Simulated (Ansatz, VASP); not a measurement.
# Two plane-wave programs on Sn3Te

```
Sn Te
1.0
     4.69771    0.00000    0.00000
     0.00000    4.69771    0.00000
     0.00000    0.00000    4.69771
Sn Te
3 1
Direct
  0.50000 0.50000 0.00000
  0.50000 0.00000 0.50000
  0.00000 0.50000 0.50000
  0.00000 0.00000 0.00000
```

Alike in both runs: task single point; functional PBE; k mesh 5 × 5 × 5; occupations fermi-dirac, width 0.1 eV; no spin polarisation.

```csv
,VASP,Ansatz
version,VASP 6.6.1,Ansatz 0.2.0
potentials or method,"VASP PAW PBE potentials, release 64 (Sn_d, Te), cutoff 520 eV","plane waves, PAW"
valence electrons in the cell,48,58
```

```tsv
	VASP	Ansatz	Ansatz less VASP
pressure (GPa)	6.5	6.5	+0.03
```

VASP's potentials hold 48 valence electrons a cell and Ansatz's 58, so a difference there can come from the potentials and not from the codes.

Spin-orbit coupling is off throughout.
